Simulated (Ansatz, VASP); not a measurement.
# Si8GeSb3S2 in VASP and in Ansatz

```
Ge S Sb Si
1.0
     6.49933    0.33857    0.67112
     0.31045    6.48458   -0.07846
     0.67181   -0.05466    7.20002
Ge S Sb Si
1 2 3 8
Direct
  0.45031 0.51640 0.76467
  0.71579 0.64594 0.52979
  0.29025 0.58082 0.30000
  0.01525 0.29137 0.63604
  0.07418 0.31452 0.01523
  0.92205 0.98212 0.26010
  0.24054 0.73972 0.58188
  0.47312 0.71928 0.05446
  0.87640 0.80666 0.71422
  0.55708 0.20425 0.29735
  0.38638 0.05868 0.56349
  0.63512 0.12844 0.74873
  0.43043 0.08019 0.04319
  0.83781 0.69524 0.02930
```

Alike in both runs: task single point; functional revPBE; dispersion D3(BJ); k mesh 5 × 5 × 5; occupations gaussian, width 0.1 eV; no spin polarisation.

|  | VASP | Ansatz |
| --- | --- | --- |
| version | VASP 6.6.1 | Ansatz 0.2.0 |
| potentials or method | VASP PAW PBE potentials, release 64 (Ge_d, S, Sb, Si), cutoff 410 eV | scalar-relativistic, plane waves, PAW |
| valence electrons in the cell | 73 | 103 |

```tsv
	VASP	Ansatz	Ansatz less VASP
gap on the k mesh at the Fermi level (eV)	none	none	-
rms of the force components (eV/Å)	0.114	0.116	+0.0024
```

VASP's potentials were made for PBE, not for revPBE. Atom by atom the forces differ by 0.017 eV/Å (rms over components). A gap of «none» marks a metal or a gap that the smearing closes. VASP's potentials hold 73 valence electrons a cell and Ansatz's 103, so a difference there can come from the potentials and not from the codes. Ansatz's warnings: dispersion switch in reach, force scf threshold loose, stress scf threshold loose.

Spin-orbit coupling is off throughout.
